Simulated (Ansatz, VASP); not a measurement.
# TaN: VASP beside Ansatz

```xyz
2
Lattice="0.0000 2.1424 2.2086 2.1424 0.0000 2.2086 2.1424 2.1424 0.0000" Properties=species:S:1:pos:R:3 pbc="T T T"
Ta    2.1424    2.1424    2.2086
N     0.0000    0.0000    0.0000
```

Change from the starting cell: strain -0.030 along x and y, +0.000 along z, atoms carried along.

Alike in both runs: task single point; functional PBE; k mesh 24 × 24 × 24; occupations gaussian, width 0.15 eV; no spin polarisation.

|  | VASP | Ansatz |
| --- | --- | --- |
| version | VASP 6.6.1 | Ansatz 0.2.0 |
| potentials or method | VASP PAW PBE potentials, release 64 (Ta_pv, N), cutoff 520 eV | scalar-relativistic, plane waves, PAW |
| valence electrons in the cell | 16 | 18 |

|  | VASP | Ansatz | Ansatz less VASP |
| --- | --- | --- | --- |
| gap on the k mesh at the Fermi level (eV) | none | none | - |
| pressure (GPa) | 24.9 | 23.8 | -1.09 |
| traceless stress, the component that is largest in VASP (GPa) | -14.43 | -14.35 | +0.084 |

A gap of «none» marks a metal or a gap that the smearing closes. VASP's potentials hold 16 valence electrons a cell and Ansatz's 18, so a difference there can come from the potentials and not from the codes.

Spin-orbit coupling is off throughout.
